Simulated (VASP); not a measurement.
# KF (I4/mmm) in VASP: further runs

KF is run at these levels: r2SCAN; tasks: single point.

Program: VASP 6.6.1. These are calculated values, not measurements. Logs are shortened: lines on timing, memory, paths and dates and some standing lists are left out, and cuts for length are marked.

## Step 1: The cell of the first run

The structure is tetragonal, space group I4/mmm (No. 139). Conventional cell: a = 3.781 Å, b = 3.781 Å, c = 5.614 Å, α = 90.00°, β = 90.00°, γ = 90.00°. K (site symmetry 4/mmm) has 6 F at 2.67 to 2.81 Å within 3.5 Å. Within 3.5 Å of F (site symmetry 4/mmm) lie 6 K at 2.67 to 2.81 Å.

## Step 2: Single point, r2SCAN (strain +0.000 along x and y, +0.050 along z)

File POSCAR:

```
KF
1.0
    0.0000000000      2.6735000000      2.8071750000
    2.6735000000      0.0000000000      2.8071750000
    2.6735000000      2.6735000000      0.0000000000
K F
1 1
Direct
    0.0000000000      0.0000000000      0.0000000000
    0.5000000000      0.5000000000      0.5000000000
```

File INCAR.step1:

```
  PREC = Accurate
  ENCUT = 520
  ISMEAR = 0
  SIGMA = 0.05
  LREAL = False
  LASPH = True
  NELM = 80
  NBANDS = 15
  GGA = PE
  ALGO = Normal
  EDIFF = 1E-4
  LWAVE = True
  LCHARG = False
```

File INCAR.step2:

```
  PREC = Accurate
  ENCUT = 520
  EDIFF = 1E-6
  ISMEAR = 0
  SIGMA = 0.05
  LREAL = False
  LASPH = True
  NELM = 80
  ALGO = Normal
  ISIF = 2
  LWAVE = False
  LCHARG = False
  METAGGA = R2SCAN
  LMIXTAU = True
  NBANDS = 15
  ISTART = 1
```

File KPOINTS:

```
regular mesh
0
Gamma
  8 8 8
```

Potentials or basis: VASP PAW PBE potentials, release 64 (K_sv, F).

Launch:

```console
> cat potpaw_PBE.64/K_sv/POTCAR potpaw_PBE.64/F/POTCAR > POTCAR
> cp INCAR.step1 INCAR
> mpirun -np 1 vasp_std > vasp.out
> cp INCAR.step2 INCAR
> mpirun -np 1 vasp_std > vasp.out
```

OUTCAR:

```text
PREC = Accurate
   ENCUT = 520
   EDIFF = 1E-6
   ISMEAR = 0
   LREAL = False
   LASPH = True
   NELM = 80
   ISIF = 2
   METAGGA = R2SCAN
   ISTART = 1

 ion  position               nearest neighbor table
   1  0.000  0.000  0.000-   2 2.67   2 2.67   2 2.67   2 2.67   2 2.81   2 2.81
   2  0.500  0.500  0.500-   1 2.67   1 2.67   1 2.67   1 2.67   1 2.81   1 2.81

  LATTYP: Found a body centered tetragonal cell.
 ALAT       =     3.7808999590
 C/A-ratio  =     1.4849242405

  Lattice vectors:

 A1 = (  -2.6735000000,   0.0000000000,   2.8071750000)
 A2 = (   2.6735000000,   0.0000000000,   2.8071750000)
 A3 = (   0.0000000000,   2.6735000000,  -2.8071750000)

Analysis of symmetry for initial positions (statically):
=====================================================================
 Subroutine PRICEL returns:
 Original cell was already a primitive cell.

 Routine SETGRP: Setting up the symmetry group for a
 body centered tetragonal supercell.

 Subroutine GETGRP returns: Found 16 space group operations
 (whereof 16 operations were pure point group operations)
 out of a pool of 16 trial point group operations.

The static configuration has the point symmetry D_4h.

Analysis of symmetry for dynamics (positions and initial velocities):
=====================================================================
 Subroutine PRICEL returns:
 Original cell was already a primitive cell.

 Routine SETGRP: Setting up the symmetry group for a
 body centered tetragonal supercell.

 Subroutine GETGRP returns: Found 16 space group operations
 (whereof 16 operations were pure point group operations)
 out of a pool of 16 trial point group operations.

The dynamic configuration has the point symmetry D_4h.

 Subroutine INISYM returns: Found 16 space group operations
 (whereof 16 operations are pure point group operations),
 and found     1 'primitive' translations

----------------------------------------------------------------------------------------

                                     Primitive cell

  volume of cell :      40.1291

  direct lattice vectors                    reciprocal lattice vectors
     0.000000000  2.673500000  2.807175000    -0.187020759  0.187020759  0.178115009
     2.673500000  0.000000000  2.807175000     0.187020759 -0.187020759  0.178115009
     2.673500000  2.673500000  0.000000000     0.187020759  0.187020759 -0.178115009

  length of vectors
     3.876575000  3.876575000  3.780899959     0.318870640  0.318870640  0.318870640

  position of ions in fractional coordinates (direct lattice)
     0.000000000  0.000000000  0.000000000
     0.500000000  0.500000000  0.500000000

  ion indices of the primitive-cell ions
   primitive index   ion index
                 1           1
                 2           2

----------------------------------------------------------------------------------------

 KPOINTS: regular mesh

Automatic generation of k-mesh.
 Grid dimensions read from file:
 generate k-points for:    8    8    8

 Generating k-lattice:

  Cartesian coordinates                     Fractional coordinates (reciprocal lattice)
    -0.023377595  0.023377595  0.022264376     0.125000000  0.000000000  0.000000000
     0.023377595 -0.023377595  0.022264376     0.000000000  0.125000000  0.000000000
     0.023377595  0.023377595 -0.022264376     0.000000000  0.000000000  0.125000000

  Length of vectors
     0.039858830  0.039858830  0.039858830

  Shift w.r.t. Gamma in fractional coordinates (k-lattice)
     0.000000000  0.000000000  0.000000000

 Subroutine IBZKPT returns following result:
 ===========================================

 Found     59 irreducible k-points:

 Following reciprocal coordinates:
            Coordinates               Weight
  0.000000  0.000000  0.000000      1.000000
  0.125000 -0.000000  0.000000      8.000000
  0.250000 -0.000000  0.000000      8.000000
  0.375000 -0.000000  0.000000      8.000000
  0.500000 -0.000000  0.000000      4.000000
  0.125000  0.125000  0.000000      2.000000
[... 16 lines left out ...]
  0.250000  0.000000  0.125000     16.000000
  0.375000  0.000000  0.125000     16.000000
 [... further k-points ...]
   k-points           NKPTS =     59   k-points in BZ     NKDIM =     59   number of bands    NBANDS=     15
   number of dos      NEDOS =    301   number of ions     NIONS =      2
   total plane-waves  NPLWV =  25200
   dimension x,y,z NGX =    30 NGY =   30 NGZ =   28
   dimension x,y,z NGXF=    60 NGYF=   60 NGZF=   56
   ions per type =               1   1
   NGX,Y,Z   is equivalent  to a cutoff of  12.87, 12.87, 12.31 a.u.
   NGXF,Y,Z  is equivalent  to a cutoff of  25.73, 25.73, 24.62 a.u.
 SYSTEM =  unknown system
   PREC   = accura    normal or accurate (medium, high low for compatibility)
   ISTART =      1    job   : 0-new  1-cont  2-samecut
   ICHARG =      0    charge: 1-file 2-atom 10-const
   ISPIN  =      1    spin polarized calculation?
   LNONCOLLINEAR =      F non collinear calculations
   LSORBIT =      F    spin-orbit coupling
   LASPH  =      T    aspherical Exc in radial PAW
   ENCUT  =  520.0 eV  38.22 Ry    6.18 a.u.   7.21  7.21  7.03*2*pi/ulx,y,z
   NELM   =     80;   NELMIN=  2; NELMDL=  0     # of ELM steps
   EDIFF  = 0.1E-05   stopping-criterion for ELM
   LREAL  =      F    real-space projection
   EDIFFG = 0.1E-04   stopping-criterion for IOM
   NSW    =      0    number of steps for IOM
   IBRION =     -1    ionic relax: 0-MD 1-quasi-New 2-CG
   NFREE  =      0    steps in history (QN), initial steepest desc. (CG)
   ISIF   =      2    stress and relaxation
   ISYM   =      2    0-nonsym 1-usesym 2-fastsym
   POTIM  = 0.5000    time-step for ionic-motion
   TEBEG  =    0.0;   TEEND  =   0.0 temperature during run
   PSTRESS=    0.0 pullay stress
   NELECT =      16.0000    total number of electrons
   NUPDOWN=      -1.0000    fix difference up-down
   EMIN   =  10.00;   EMAX   =-10.00  energy-range for DOS
   EFERMI =   0.00;   METHOD = LEGACY
   ISMEAR =     0;   SIGMA  =   0.05  broadening in eV -4-tet -1-fermi 0-gaus
   EFERMI_NEDOS =   21; number of points for ismear=-14 and -15
   IALGO  =     38    algorithm
   IMIX   =      4    mixing-type and parameters
     AMIX     =   0.40;   BMIX     =  1.00
     AMIX_MAG =   1.60;   BMIX_MAG =  1.00
  volume/ion in A,a.u.               =      20.06       135.40
  Fermi-wavevector in a.u.,A,eV,Ry     =   1.204929  2.276986 19.753679  1.451854
  Thomas-Fermi vector in A             =   2.340640
   LORBIT       =      0    0 simple, 1 ext, 2 COOP (PROOUT), +10 PAW based schemes
   METAGGA = R2SCAN    functional components
   LHFCALC =     F    Hartree Fock is set to
   AEXX    =    0.0000 exact exchange contribution
   IVDW    =     0    specifies the selected vdW correction
   LEPSILON=     F    determine dielectric tensor
   LRPA    =     F    only Hartree local field effects (RPA)
 non-spin polarized calculation
 Gauss-broadening in eV      SIGMA  =   0.05
  energy-cutoff  :      520.00
  volume of cell :       40.13
 maximum number of plane-waves:      1095
 NGX is ok and might be reduce to    30
   NGX = 15   NGY = 15   NGZ = 13

 number of electron      15.9999995 magnetization

 Free energy of the ion-electron system (eV)
  ---------------------------------------------------
  ext. energy  EPLUGINS =         0.00000000
  ---------------------------------------------------
  free energy    TOTEN  =       -14.95104329 eV

  energy without entropy =      -14.95104329  energy(sigma->0) =      -14.95104329

 E-fermi :  -3.2245     XC(G=0):  -8.6426

 val. band max:       -3.4535088750   @ k =   0.0000   0.0000   0.0000
 cond. band min:       3.0835207145   @ k =   0.0000   0.0000   0.0000
 fundamental gap:      6.5370295895
 Fermi energy:        -3.2245058535

 k-point     1 :       0.0000    0.0000    0.0000
  band No.  band energies     occupation
      1     -30.7368      2.00000
      2     -23.2397      2.00000
      3     -13.2764      2.00000
      4     -13.2472      2.00000
      5     -13.2472      2.00000
      6      -3.5079      2.00000
      7      -3.4535      2.00000
      8      -3.4535      2.00000
      9       3.0835      0.00000
     10       7.6703      0.00000
     11       7.9446      0.00000
     12       7.9446      0.00000
     13       9.4168      0.00000
     14       9.8761      0.00000
     15      13.3900      0.00000

 k-point     2 :       0.1250   -0.0000    0.0000
  band No.  band energies     occupation
      1     -30.7259      2.00000
      2     -23.2492      2.00000
      3     -13.3016      2.00000
      4     -13.2651      2.00000
      5     -13.2487      2.00000
      6      -3.5997      2.00000
      7      -3.5274      2.00000
      8      -3.5025      2.00000
      9       3.4955      0.00000
     10       7.5356      0.00000
     11       7.9862      0.00000
     12       8.1461      0.00000
     13       9.5538      0.00000
     14      10.0047      0.00000
     15      14.1747      0.00000

 k-point     3 :       0.2500   -0.0000    0.0000
  band No.  band energies     occupation
      1     -30.6994      2.00000
      2     -23.2726      2.00000
      3     -13.3829      2.00000
      4     -13.2869      2.00000
      5     -13.2523      2.00000
      6      -3.8607      2.00000
      7      -3.6325      2.00000
      8      -3.6187      2.00000
      9       4.5364      0.00000
     10       7.1247      0.00000
     11       8.4731      0.00000
     12       8.6579      0.00000
     13      10.0012      0.00000
     14      10.3944      0.00000
     15      15.3158      0.00000

 k-point     4 :       0.3750   -0.0000    0.0000
  band No.  band energies     occupation
      1     -30.6727      2.00000
      2     -23.2961      2.00000
      3     -13.4671      2.00000
      4     -13.3048      2.00000
      5     -13.2557      2.00000
      6      -4.0944      2.00000
      7      -3.7319      2.00000
      8      -3.7298      2.00000
      9       5.6278      0.00000
     10       7.0981      0.00000
     11       8.9270      0.00000
     12       9.1740      0.00000
     13      10.8239      0.00000
     14      11.0562      0.00000
     15      14.1236      0.00000
[... 307 lines left out ...]
 k-point    22 :       0.1250    0.0000    0.1250
  band No.  band energies     occupation
      1     -30.7215      2.00000
      2     -23.2528      2.00000
      3     -13.2995      2.00000
      4     -13.2789      2.00000
      5     -13.2561      2.00000
      6      -3.6833      2.00000
      7      -3.5286      2.00000
      8      -3.4728      2.00000
      9       3.6113      0.00000
     10       7.3005      0.00000
     11       8.0961      0.00000
     12       8.3252      0.00000
     13       9.6147      0.00000
     14      10.0266      0.00000
     15      14.4687      0.00000

 k-point    23 :       0.2500    0.0000    0.1250
  band No.  band energies     occupation
      1     -30.7000      2.00000
      2     -23.2689      2.00000
      3     -13.3570      2.00000
      4     -13.3144      2.00000
      5     -13.2711      2.00000
      6      -3.8670      2.00000
      7      -3.5910      2.00000
      8      -3.5421      2.00000
      9       4.4065      0.00000
     10       6.8272      0.00000
     11       8.6080      0.00000
     12       8.7742      0.00000
     13       9.9494      0.00000
     14      10.2401      0.00000
     15      15.5969      0.00000

 k-point    24 :       0.3750    0.0000    0.1250
  band No.  band energies     occupation
      1     -30.6739      2.00000
      2     -23.2877      2.00000
      3     -13.4498      2.00000
      4     -13.3332      2.00000
      5     -13.2923      2.00000
      6      -4.0141      2.00000
      7      -3.7043      2.00000
      8      -3.6524      2.00000
      9       5.5117      0.00000
     10       6.6957      0.00000
     11       9.0292      0.00000
     12       9.2107      0.00000
     13      10.6419      0.00000
     14      10.8223      0.00000
     15      14.5328      0.00000

 [... further k-points ...]
[... 5 lines left out ...]
  --------------------------------------------------------------------------------------
  -------------------------------------------------------------------------------------
  Total       -0.2967725     -0.2967725     -0.7841671      0.0000000      0.0000000     -0.0000000
  in kB      -11.8487993    -11.8487993    -31.3082908      0.0000000      0.0000000     -0.0000000
  external PRESSURE =     -18.3352964 kB  Pullay stress =       0.0000000 kB

 VOLUME and BASIS-vectors are now :
 -----------------------------------------------------------------------------
  energy-cutoff  :      520.00
  volume of cell :       40.13
      direct lattice vectors                 reciprocal lattice vectors
     0.000000000  2.673500000  2.807175000    -0.187020759  0.187020759  0.178115009
     2.673500000  0.000000000  2.807175000     0.187020759 -0.187020759  0.178115009
     2.673500000  2.673500000  0.000000000     0.187020759  0.187020759 -0.178115009

 POSITION                                       TOTAL-FORCE (eV/Angst)
 -----------------------------------------------------------------------------------
      0.00000      0.00000      0.00000         0.000000      0.000000      0.000000
      2.67350      2.67350      2.80717         0.000000      0.000000     -0.000000
 -----------------------------------------------------------------------------------
    total drift:                                0.000000      0.000000      0.000000

  FREE ENERGIE OF THE ION-ELECTRON SYSTEM (eV)
  ---------------------------------------------------
  free  energy   TOTEN  =       -14.9510432918 eV

  energy  without entropy=      -14.9510432918  energy(sigma->0) =      -14.95104329
```

Wall time 2.7 min (1 thread of Intel Xeon 8259CL, shared host); peak memory 0.19 GiB.

What came out:

| Property | Result |
| --- | --- |
| Free energy | -14.9510 eV |
| Pressure | -1.8 GPa |
| Band gap on the k mesh | 6.54 eV |

Levels at points of the mesh, in eV from the valence-band top:
| k point | band 6 | band 7 | band 8 | band 9 | band 10 | band 11 |
| --- | --- | --- | --- | --- | --- | --- |
| (0.00, 0.00, 0.00) | -0.05 | 0.00 | 0.00 | 6.54 | 11.12 | 11.40 |
| (0.50, 0.00, 0.00) | -0.73 | -0.32 | -0.32 | 9.44 | 10.84 | 12.54 |
| (0.50, 0.50, 0.00) | -0.31 | -0.05 | -0.05 | 8.83 | 10.92 | 11.70 |
| (0.50, 0.00, 0.50) | -0.21 | -0.12 | -0.06 | 8.65 | 10.93 | 12.14 |

Caveat: the cell differs from its parent crystal (strain +0.000 along x and y, +0.050 along z); the PAW data sets were made with another functional, which shifts forces and pressure a little.

[end of part 1 of 2]
